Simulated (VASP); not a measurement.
# K (Fm-3m) in VASP: notebook, part 2 of 2

VASP 6.6.1.

**3. Single point, r2SCAN (85.76 Å³/atom)**

This run uses another cell than the first one, of 85.76 Å³/atom.

POSCAR

```
K
1.0
    0.0000000000      3.5000978353      3.5000978353
    3.5000978353      0.0000000000      3.5000978353
    3.5000978353      3.5000978353      0.0000000000
K
1
Direct
    0.0000000000      0.0000000000      0.0000000000
```

INCAR.step1

```
SYSTEM = K
  PREC = Accurate
  ENCUT = 520
  ISMEAR = -1
  SIGMA = 0.1
  LREAL = .FALSE.
  LASPH = .TRUE.
  NELM = 100
  NBANDS = 10
  GGA = PE
  ALGO = Normal
  EDIFF = 1E-4
  LWAVE = .TRUE.
  LCHARG = .FALSE.
```

INCAR.step2

```
SYSTEM = K
  PREC = Accurate
  ENCUT = 520
  EDIFF = 1E-6
  ISMEAR = -1
  SIGMA = 0.1
  LREAL = .FALSE.
  LASPH = .TRUE.
  NELM = 100
  ALGO = Normal
  ISIF = 2
  LWAVE = .FALSE.
  LCHARG = .FALSE.
  METAGGA = R2SCAN
  LMIXTAU = .TRUE.
  NBANDS = 10
  ISTART = 1
```

KPOINTS

```
Automatic mesh
0
G
  9 9 9
  0 0 0
```

Potentials or basis: VASP PAW PBE potentials, release 64 (K_sv).

The run is started by

```console
cat potpaw_PBE.64/K_sv/POTCAR > POTCAR
cp INCAR.step1 INCAR
mpirun -np 1 vasp_std > vasp.out
cp INCAR.step2 INCAR
mpirun -np 1 vasp_std > vasp.out
```

OUTCAR:

```text
SYSTEM = K
   PREC = Accurate
   ENCUT = 520
   EDIFF = 1E-6
   ISMEAR = -1
   LREAL = .FALSE.
   LASPH = .TRUE.
   NELM = 100
   ISIF = 2
   METAGGA = R2SCAN
   ISTART = 1

 ion  position               nearest neighbor table
   1  0.000  0.000  0.000-

  LATTYP: Found a face centered cubic cell.
 ALAT       =     7.0001956706

  Lattice vectors:

 A1 = (   0.0000000000,   3.5000978353,   3.5000978353)
 A2 = (   3.5000978353,   0.0000000000,   3.5000978353)
 A3 = (   3.5000978353,   3.5000978353,   0.0000000000)

Analysis of symmetry for initial positions (statically):
=====================================================================
 Subroutine PRICEL returns:
 Original cell was already a primitive cell.

 Routine SETGRP: Setting up the symmetry group for a
 face centered cubic supercell.

 Subroutine GETGRP returns: Found 48 space group operations
 (whereof 48 operations were pure point group operations)
 out of a pool of 48 trial point group operations.

The static configuration has the point symmetry O_h .

Analysis of symmetry for dynamics (positions and initial velocities):
=====================================================================
 Subroutine PRICEL returns:
 Original cell was already a primitive cell.

 Routine SETGRP: Setting up the symmetry group for a
 face centered cubic supercell.

 Subroutine GETGRP returns: Found 48 space group operations
 (whereof 48 operations were pure point group operations)
 out of a pool of 48 trial point group operations.

The dynamic configuration has the point symmetry O_h .

 Subroutine INISYM returns: Found 48 space group operations
 (whereof 48 operations are pure point group operations),
 and found     1 'primitive' translations

----------------------------------------------------------------------------------------

                                     Primitive cell
[... 106 lines left out ...]
   IALGO  =     38    algorithm
   IMIX   =      4    mixing-type and parameters
     AMIX     =   0.40;   BMIX     =  1.00
     AMIX_MAG =   1.60;   BMIX_MAG =  1.00
  volume/ion in A,a.u.               =      85.76       578.72
  Fermi-wavevector in a.u.,A,eV,Ry     =   0.772204  1.459254  8.113145  0.596299
  Thomas-Fermi vector in A             =   1.873786
   LORBIT       =      0    0 simple, 1 ext, 2 COOP (PROOUT), +10 PAW based schemes
   METAGGA = R2SCAN    functional components
   LHFCALC =     F    Hartree Fock is set to
   AEXX    =    0.0000 exact exchange contribution
   IVDW    =     0    specifies the selected vdW correction
   LEPSILON=     F    determine dielectric tensor
   LRPA    =     F    only Hartree local field effects (RPA)
 non-spin polarized calculation
  energy-cutoff  :      520.00
  volume of cell :       85.76
 maximum number of plane-waves:      2331
 NGX is ok and might be reduce to    40
   NGX = 19   NGY = 19   NGZ = 19

 number of electron       8.9999999 magnetization

 Free energy of the ion-electron system (eV)
  ---------------------------------------------------
  ext. energy  EPLUGINS =         0.00000000
  ---------------------------------------------------
  free energy    TOTEN  =        -6.01498130 eV

  energy without entropy =       -5.98917652  energy(sigma->0) =       -6.00207891

 E-fermi :  -0.3515     XC(G=0):  -5.5342

 val. band max:       -0.4231020033   @ k =   0.4444   0.0000   0.0000
 cond. band min:      -0.3087196900   @ k =   0.4444   0.3333   0.0000
 fundamental gap:      0.1143823134
 Fermi energy:        -0.3514815761

 k-point     1 :       0.0000    0.0000    0.0000
  band No.  band energies     occupation
      1     -34.1373      2.00000
      2     -16.8161      2.00000
      3     -16.8161      2.00000
      4     -16.8161      2.00000
      5      -2.4695      2.00000
      6       4.1235      0.00000
      7       4.1235      0.00000
      8       4.1235      0.00000
      9       5.3693      0.00000
     10       5.3693      0.00000
[... 287 lines left out ...]
 k-point    24 :       0.4444    0.4444    0.0000
  band No.  band energies     occupation
      1     -34.1349      2.00000
      2     -16.8522      2.00000
      3     -16.8303      2.00000
      4     -16.8303      2.00000
      5       0.1733      0.01046
      6       1.3962      0.00000
      7       2.2208      0.00000
      8       4.4255      0.00000
      9       4.4255      0.00000
     10       5.4341      0.00000

 [... further k-points ...]
[... 5 lines left out ...]
  --------------------------------------------------------------------------------------
  -------------------------------------------------------------------------------------
  Total       -0.1723137     -0.1723137     -0.1723137     -0.0000000     -0.0000000      0.0000000
  in kB       -3.2192881     -3.2192881     -3.2192881     -0.0000000     -0.0000000      0.0000000
  external PRESSURE =      -3.2192881 kB  Pullay stress =       0.0000000 kB

 VOLUME and BASIS-vectors are now :
 -----------------------------------------------------------------------------
  energy-cutoff  :      520.00
  volume of cell :       85.76
      direct lattice vectors                 reciprocal lattice vectors
     0.000000000  3.500097835  3.500097835    -0.142853150  0.142853150  0.142853150
     3.500097835  0.000000000  3.500097835     0.142853150 -0.142853150  0.142853150
     3.500097835  3.500097835  0.000000000     0.142853150  0.142853150 -0.142853150

 POSITION                                       TOTAL-FORCE (eV/Angst)
 -----------------------------------------------------------------------------------
      0.00000      0.00000      0.00000        -0.000000      0.000000     -0.000000
 -----------------------------------------------------------------------------------
    total drift:                               -0.000000     -0.000000     -0.000000

  FREE ENERGIE OF THE ION-ELECTRON SYSTEM (eV)
  ---------------------------------------------------
  free  energy   TOTEN  =        -6.0149813003 eV

  energy  without entropy=       -5.9891765248  energy(sigma->0) =       -6.00207891
```

Wall time 2.2 min (1 thread of AMD EPYC 7R43 (Zen 3), shared host); peak memory 0.22 GiB.

What came out:

* Free energy: -6.0150 eV
* Pressure: -0.3 GPa
* Band gap on the k mesh: zero (an odd number of electrons rules out a gap without spin polarisation)

Levels at points of the mesh, in eV from the Fermi level:
| k point | band 1 | band 2 | band 3 | band 4 | band 5 | band 6 | band 7 | band 8 | band 9 | band 10 |
| --- | --- | --- | --- | --- | --- | --- | --- | --- | --- | --- |
| (0.00, 0.00, 0.00) | -33.79 | -16.46 | -16.46 | -16.46 | -2.12 | 4.47 | 4.47 | 4.47 | 5.72 | 5.72 |

Caveat: the PAW data sets were made with another functional, which shifts forces and pressure a little.

**4. Single point, r2SCAN**

This run uses another cell than the first one, of 76.57 Å³/atom.

POSCAR

```
K
1.0
    0.0000000000      3.3703435831      3.3703435831
    3.3703435831      0.0000000000      3.3703435831
    3.3703435831      3.3703435831      0.0000000000
K
1
Direct
    0.0000000000      0.0000000000      0.0000000000
```

INCAR.step1

```
SYSTEM = K
PREC     = Accurate       ! precision mode
ENCUT    = 520            ! plane-wave cutoff, eV
ISMEAR   = -1             ! smearing method
SIGMA    = 0.1            ! smearing width, eV
LREAL    = .False.        ! projectors in reciprocal space
LASPH    = .True.         ! aspherical terms in the spheres
NELM     = 80             ! most SCF steps
NBANDS   = 10             ! bands
GGA      = PE             ! functional
ALGO     = Normal         ! electronic algorithm
EDIFF    = 1E-4           ! SCF threshold, eV
LWAVE    = .True.         ! write WAVECAR
LCHARG   = .False.        ! write CHGCAR
```

INCAR.step2

```
SYSTEM = K
PREC     = Accurate       ! precision mode
ENCUT    = 520            ! plane-wave cutoff, eV
EDIFF    = 1E-7           ! SCF threshold, eV
ISMEAR   = -1             ! smearing method
SIGMA    = 0.1            ! smearing width, eV
LREAL    = .False.        ! projectors in reciprocal space
LASPH    = .True.         ! aspherical terms in the spheres
NELM     = 80             ! most SCF steps
ALGO     = Normal         ! electronic algorithm
ISIF     = 2              ! what is computed and relaxed
LWAVE    = .False.        ! write WAVECAR
LCHARG   = .False.        ! write CHGCAR
METAGGA  = R2SCAN         ! meta-GGA
LMIXTAU  = .True.       
NBANDS   = 10             ! bands
ISTART   = 1
```

KPOINTS

```
regular mesh
0
Gamma
  13 13 13
  0 0 0
```

Potentials or basis: VASP PAW PBE potentials, release 64 (K_sv).

The run is started by

```console
cat potpaw_PBE.64/K_sv/POTCAR > POTCAR
cp INCAR.step1 INCAR
mpirun -np 1 vasp_std > vasp.out
cp INCAR.step2 INCAR
mpirun -np 1 vasp_std > vasp.out
```

OUTCAR:

```text
SYSTEM = K
   PREC = Accurate
   ENCUT = 520
   EDIFF = 1E-7
   ISMEAR = -1
   LREAL = .False.
   LASPH = .True.
   NELM = 80
   ISIF = 2
   METAGGA = R2SCAN
   ISTART = 1

 ion  position               nearest neighbor table
   1  0.000  0.000  0.000-

  LATTYP: Found a face centered cubic cell.
 ALAT       =     6.7406871662

  Lattice vectors:

 A1 = (   0.0000000000,   3.3703435831,   3.3703435831)
 A2 = (   3.3703435831,   0.0000000000,   3.3703435831)
 A3 = (   3.3703435831,   3.3703435831,   0.0000000000)

Analysis of symmetry for initial positions (statically):
=====================================================================
 Subroutine PRICEL returns:
 Original cell was already a primitive cell.

 Routine SETGRP: Setting up the symmetry group for a
 face centered cubic supercell.

 Subroutine GETGRP returns: Found 48 space group operations
 (whereof 48 operations were pure point group operations)
 out of a pool of 48 trial point group operations.

The static configuration has the point symmetry O_h .

Analysis of symmetry for dynamics (positions and initial velocities):
=====================================================================
 Subroutine PRICEL returns:
 Original cell was already a primitive cell.

 Routine SETGRP: Setting up the symmetry group for a
 face centered cubic supercell.

 Subroutine GETGRP returns: Found 48 space group operations
 (whereof 48 operations were pure point group operations)
 out of a pool of 48 trial point group operations.

The dynamic configuration has the point symmetry O_h .

 Subroutine INISYM returns: Found 48 space group operations
 (whereof 48 operations are pure point group operations),
 and found     1 'primitive' translations

[... 113 lines left out ...]
  volume/ion in A,a.u.               =      76.57       516.71
  Fermi-wavevector in a.u.,A,eV,Ry     =   0.801933  1.515434  8.749863  0.643097
  Thomas-Fermi vector in A             =   1.909515
   LORBIT       =      0    0 simple, 1 ext, 2 COOP (PROOUT), +10 PAW based schemes
   METAGGA = R2SCAN    functional components
   LHFCALC =     F    Hartree Fock is set to
   AEXX    =    0.0000 exact exchange contribution
   IVDW    =     0    specifies the selected vdW correction
   LEPSILON=     F    determine dielectric tensor
   LRPA    =     F    only Hartree local field effects (RPA)
 non-spin polarized calculation
  energy-cutoff  :      520.00
  volume of cell :       76.57
 maximum number of plane-waves:      2085
   NGX = 17   NGY = 17   NGZ = 17

 number of electron       9.0000001 magnetization

 Free energy of the ion-electron system (eV)
  ---------------------------------------------------
  ext. energy  EPLUGINS =         0.00000000
  ---------------------------------------------------
  free energy    TOTEN  =        -6.02314472 eV

  energy without entropy =       -5.99784548  energy(sigma->0) =       -6.01049510

 E-fermi :  -0.1490     XC(G=0):  -5.8092

 val. band max:       -0.2075804688   @ k =  -0.2308   0.3077   0.0769
 cond. band min:      -0.1348728539   @ k =   0.4615   0.3846   0.0769
 fundamental gap:      0.0727076149
 Fermi energy:        -0.1489576861

 k-point     1 :       0.0000    0.0000    0.0000
  band No.  band energies     occupation
      1     -33.8285      2.00000
      2     -16.5029      2.00000
      3     -16.5029      2.00000
      4     -16.5029      2.00000
      5      -2.4020      2.00000
      6       4.4658      0.00000
      7       4.4658      0.00000
      8       4.4658      0.00000
      9       5.7868      0.00000
     10       5.7868      0.00000
[... 287 lines left out ...]
 k-point    24 :       0.4615    0.1538    0.0000
  band No.  band energies     occupation
      1     -33.8251      2.00000
      2     -16.5548      2.00000
      3     -16.5173      2.00000
      4     -16.5140      2.00000
      5      -0.2858      1.59423
      6       1.3621      0.00000
      7       3.5387      0.00000
      8       4.3687      0.00000
      9       5.5975      0.00000
     10       6.5898      0.00000

 [... further k-points ...]

------------------------ aborting loop because EDIFF is reached ----------------------------------------

  FORCE on cell =-STRESS in cart. coord.  units (eV):
  Direction    XX          YY          ZZ          XY          YZ          ZX
  --------------------------------------------------------------------------------------
  -------------------------------------------------------------------------------------
  Total       -0.0020789     -0.0020789     -0.0020789      0.0000000      0.0000000      0.0000000
  in kB       -0.0435006     -0.0435006     -0.0435006      0.0000000      0.0000000      0.0000000
  external PRESSURE =      -0.0435006 kB  Pullay stress =       0.0000000 kB

 VOLUME and BASIS-vectors are now :
 -----------------------------------------------------------------------------
  energy-cutoff  :      520.00
  volume of cell :       76.57
      direct lattice vectors                 reciprocal lattice vectors
     0.000000000  3.370343583  3.370343583    -0.148352827  0.148352827  0.148352827
     3.370343583  0.000000000  3.370343583     0.148352827 -0.148352827  0.148352827
     3.370343583  3.370343583  0.000000000     0.148352827  0.148352827 -0.148352827

 POSITION                                       TOTAL-FORCE (eV/Angst)
 -----------------------------------------------------------------------------------
      0.00000      0.00000      0.00000         0.000000     -0.000000      0.000000
 -----------------------------------------------------------------------------------
    total drift:                               -0.000000     -0.000000     -0.000000

  FREE ENERGIE OF THE ION-ELECTRON SYSTEM (eV)
  ---------------------------------------------------
  free  energy   TOTEN  =        -6.0231447244 eV

  energy  without entropy=       -5.9978454802  energy(sigma->0) =       -6.01049510
```

OUTCAR.step1:

```text
SYSTEM = K
   PREC = Accurate
   ENCUT = 520
   ISMEAR = -1
   LREAL = .False.
   LASPH = .True.
[... 526 lines left out ...]

 POSITION                                       TOTAL-FORCE (eV/Angst)
 -----------------------------------------------------------------------------------
      0.00000      0.00000      0.00000         0.000000      0.000000      0.000000
 -----------------------------------------------------------------------------------
    total drift:                               -0.000000     -0.000000     -0.000000

  FREE ENERGIE OF THE ION-ELECTRON SYSTEM (eV)
  ---------------------------------------------------
  free  energy   TOTEN  =        -1.0593214469 eV

  energy  without entropy=       -1.0324625476  energy(sigma->0) =       -1.04589200
```

It took 4.1 min on 1 thread of AMD EPYC 7R43 (Zen 3), shared host; peak memory 0.21 GiB.

Results:

```yaml
Free_energy: -6.0231 eV
Pressure: 0.0 GPa
Band_gap_on_the_k_mesh: zero (an odd number of electrons rules out a gap without spin polarisation)
```

Levels at points of the mesh, in eV from the Fermi level:
```csv
k point,band 3,band 4,band 5,band 6,band 7,band 8
"(0.00, 0.00, 0.00)",-16.35,-16.35,-2.25,4.61,4.61,4.61
```

Caveat: the PAW data sets were made with another functional, which shifts forces and pressure a little.

**5. The runs side by side**

| cell | k mesh | gap on the mesh (eV) | pressure (GPa) |
| --- | --- | --- | --- |
| a = 4.890 Å, angles 60.0°, 1 atom | 9 × 9 × 9 | none | -0.2 |
| a = 4.950 Å, angles 60.0°, 1 atom | 9 × 9 × 9 | none | -0.3 |
| a = 4.766 Å, angles 60.0°, 1 atom | 13 × 13 × 13 | none | 0.0 |

Alike in all rows: task single point; level r2SCAN; potentials or basis VASP PAW PBE potentials, release 64 (K_sv); no spin polarisation; cutoff (eV) 520; smearing fermi-dirac 0.1 eV.

Caveats: the PAW data sets were made with another functional, which shifts forces and pressure a little.

Absolute energies hang on the potentials; compare differences alone.
